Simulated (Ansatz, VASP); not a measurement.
## In3GaP2 in VASP and in Ansatz

The input INCAR:

```
SYSTEM = In3GaP2
PREC = Accurate
ENCUT = 600
EDIFF = 1E-6
ISMEAR = 0
SIGMA = 0.1
LREAL = .False.
LASPH = .True.
NELM = 100
ALGO = Normal
ISIF = 3
LWAVE = .False.
LCHARG = .False.
GGA = PE
IBRION = 2
NSW = 90
EDIFFG = -0.04
```

The input KPOINTS:

```
Automatic mesh
0
Gamma
  4 4 4
  0 0 0
```

Contents of POSCAR:

```
In3GaP2
1.0
    5.4530959800      0.0000000000      0.0000000000
    0.0000000000      5.4530959800      0.0000000000
    0.0000000000      0.0000000000      4.3380685100
In Ga P
3 1 2
Direct
    0.5000000000      0.5000000000      0.5000000000
    0.5000000000      0.0000000000      0.0000000000
    0.0000000000      0.5000000000      0.0000000000
    0.0000000000      0.0000000000      0.5000000000
    0.5000000000      0.5000000000      0.0000000000
    0.0000000000      0.0000000000      0.0000000000
```

Input for Ansatz:

```yaml
crystal:
  lattice:
    - [5.45309598, 0.0, 0.0]
    - [0.0, 5.45309598, 0.0]
    - [0.0, 0.0, 4.33806851]
  atoms:
    - { symbol: In, position: [0.5, 0.5, 0.5] }
    - { symbol: In, position: [0.5, 0.0, 0.0] }
    - { symbol: In, position: [0.0, 0.5, 0.0] }
    - { symbol: Ga, position: [0.0, 0.0, 0.5] }
    - { symbol: P, position: [0.5, 0.5, 0.0] }
    - { symbol: P, position: [0.0, 0.0, 0.0] }
basis:
  ecutwfc: 420
kpoints:
  mp_grid: { grid: [4, 4, 4] }
hamiltonian:
  xc: pbe
scf:
  occupations: { method: gaussian, width: 0.1 }
  lower_state_search: "off"
output:
  forces: true
  stress: true
  eigenvalues: true
relax:
  adjacent_minimum: "off"
  f_tol: 0.04
  max_steps: 70
  cell: { stress_tol: 0.4 }
```

Alike in both runs: task relaxation of cell and atoms; functional PBE; k mesh 4 × 4 × 4; occupations gaussian, width 0.1 eV; no spin polarisation.

|  | VASP | Ansatz |
| --- | --- | --- |
| version | VASP 6.6.1 | Ansatz 0.2.0 |
| potentials or method | VASP PAW PBE potentials, release 64 (In_d, Ga_d, P), cutoff 600 eV | scalar-relativistic, plane waves, PAW |
| valence electrons in the cell | 62 | 62 |

VASP gave:

- gap on the k mesh at the Fermi level, each at its own relaxed structure (eV): none
- relaxed volume (Å³/atom): 26.04
- relaxed cell length with the largest relative difference (Å): 5.387

**Question.** What did Ansatz give for the same quantities?

**Answer.** gap on the k mesh at the Fermi level, each at its own relaxed structure (eV): none; relaxed volume (Å³/atom): 26.10; relaxed cell length with the largest relative difference (Å): 5.393.

A gap of «none» marks a metal or a gap that the smearing closes.

The k mesh is coarse, so the values compare programs but aren't converged. Noted on VASP's run: the volume moved by over 15 % at a fixed basis, so the end points are rough.
